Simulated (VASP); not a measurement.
Crystal: Cr.

```
Cr
1.0
     0.00000    2.46338    2.46338
     2.46338    0.00000    2.46338
     2.46338    2.46338    0.00000
Cr
2
Direct
  0.50000 0.50000 0.50000
  0.75000 0.75000 0.75000
```

- Program: VASP 6.6.1
- Task: relaxation of cell and atoms
- Functional: PBE
- Potentials or basis: VASP PAW PBE potentials, release 64 (Cr_pv)
- Cutoff: 600 eV
- k mesh: 6 × 6 × 6
- Occupations: gaussian, width 0.1 eV
- Spin: no spin polarisation

At the start: pressure 12.4 GPa; volume 14.95 Å³/atom.

**Question.** Where does the relaxation end?

**Answer.** Over 3 steps the energy falls by 57.4 meV/atom and the volume is 16.56 Å³/atom (+10.8 %); space group Fd-3m (No. 227, to 0.05 Å).

Step by step:
```csv
step,energy change (eV),largest force (eV/Å),pressure (GPa),volume (Å³)
1,0.0000,0.0000,12.40,29.90
2,-0.0780,0.0000,-5.52,35.19
3,-0.1147,0.0000,0.06,33.12
```

Final structure:
```
Cr
1.0
     0.00000    2.54894    2.54894
     2.54894    0.00000    2.54894
     2.54894    2.54894    0.00000
Cr
2
Direct
  0.50000 0.50000 0.50000
  0.75000 0.75000 0.75000
```

Caveat: the k points lie up to 0.36 Å⁻¹ apart in the final cell; the run has no spin polarisation, though such a crystal can be magnetic.
